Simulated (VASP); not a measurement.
# BaS: single point with r2SCAN

BaS:

```xyz
2
Lattice="0.0000 3.2118 3.2118 3.2118 0.0000 3.2118 3.2118 3.2118 0.0000" Properties=species:S:1:pos:R:3 pbc="T T T"
Ba    0.0000    0.0000    0.0000
S     3.2118    3.2118    3.2118
```

* Program: VASP 6.6.1
* Task: single point
* Functional: r2SCAN
* Potentials or basis: VASP PAW PBE potentials, release 64 (Ba_sv, S)
* Cutoff: 520 eV
* k mesh: 6 × 6 × 6
* Occupations: gaussian, width 0.01 eV
* Spin: no spin polarisation
* Dipole correction: no
* Further INCAR settings: ALGO = Normal; EDIFF = 1e-06; NBANDS = 15

```json
{
  "Pressure": "0.6 GPa",
  "Band gap on the k mesh": "2.49 eV, indirect (least direct gap 2.63 eV)"
}
```

Levels at points of the mesh, in eV from the valence-band top:
```
           k point  band 6  band 7  band 8  band 9  band 10  band 11
(0.00, 0.00, 0.00)    0.00    0.00    0.00    4.13     4.30     4.30
(0.50, 0.00, 0.00)   -1.88   -1.05   -1.05    5.98     6.08     6.79
(0.50, 0.50, 0.00)   -0.54   -0.14   -0.14    2.49     6.48     6.62
```

Run time: 58 s on 1 thread of Intel Xeon 6975P-C (shared host), peak memory 0.22 GiB.

Caveat: the PAW data sets were made with another functional, which shifts forces and pressure a little; spin-orbit coupling is left out, which moves the levels of the heavy elements. A k mesh can miss the band edges.
